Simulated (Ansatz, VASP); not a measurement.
## One calculation of Zr, two programs

File INCAR:

```
SYSTEM = Zr
PREC     = Accurate       ! precision mode
ENCUT    = 520            ! plane-wave cutoff, eV
EDIFF    = 1E-8           ! SCF threshold, eV
ISMEAR   = -1             ! smearing method
SIGMA    = 0.08           ! smearing width, eV
LREAL    = .FALSE.        ! projectors in reciprocal space
LASPH    = .TRUE.         ! aspherical terms in the spheres
NELM     = 100            ! most SCF steps
ALGO     = Normal         ! electronic algorithm
ISIF     = 2              ! what is computed and relaxed
LWAVE    = .FALSE.        ! write WAVECAR
LCHARG   = .FALSE.        ! write CHGCAR
GGA      = PE             ! functional
LEFG     = .TRUE.       
NBANDS   = 19             ! bands
```

The input KPOINTS:

```
Automatic mesh
0
G
  13 13 7
  0 0 0
```

Contents of POSCAR:

```
Zr
1.0
    3.2745293923      0.0000000000      0.0000000000
   -1.6372646961      2.8358256391      0.0000000000
    0.0000000000      0.0000000000      5.2147314515
Zr
2
Direct
    0.3333333333      0.6666666667      0.2500000000
    0.6666666667      0.3333333333      0.7500000000
```

Input for Ansatz:

```yaml
crystal:
  lattice:
    - [3.2745293923, 0.0, 0.0]
    - [-1.6372646961, 2.8358256391, 0.0]
    - [0.0, 0.0, 5.2147314515]
  atoms:
    - { symbol: Zr, position: [0.3333333333, 0.6666666667, 0.25] }
    - { symbol: Zr, position: [0.6666666667, 0.3333333333, 0.75] }
kpoints:
  mp_grid: { grid: [13, 13, 7] }
scf:
  occupations: { method: fermi_dirac, width: 0.08 }
hamiltonian:
  xc: pbe
  pseudopotentials: { kind: all_electron, datasets: crystal }
output:
  forces: true
  stress: true
  eigenvalues: true
  efg: { contact_densities: true }
```

Change from the starting cell: volume scaled by 1.04, crystal datasets.

Alike in both runs: task electric field gradients; functional PBE; k mesh 13 × 13 × 7; occupations fermi-dirac, width 0.08 eV; no spin polarisation.

```csv
,VASP,Ansatz
version,VASP 6.6.1,Ansatz 0.2.0
potentials or method,"VASP PAW PBE potentials, release 64 (Zr_sv), cutoff 520 eV","all-electron PAW with datasets made for the crystal, scalar-relativistic"
```

|  | VASP | Ansatz | Ansatz less VASP |
| --- | --- | --- | --- |
| pressure (GPa) | -3.0 | -3.0 | +0.01 |
| traceless stress, the component that is largest in VASP (GPa) | 0.26 | 0.26 | +0.001 |
| size of Vzz on the site where it differs most (V/Å²) | 38.1 | 38.7 | +0.64 |

Ansatz ran all-electron here, and VASP with PAW potentials.
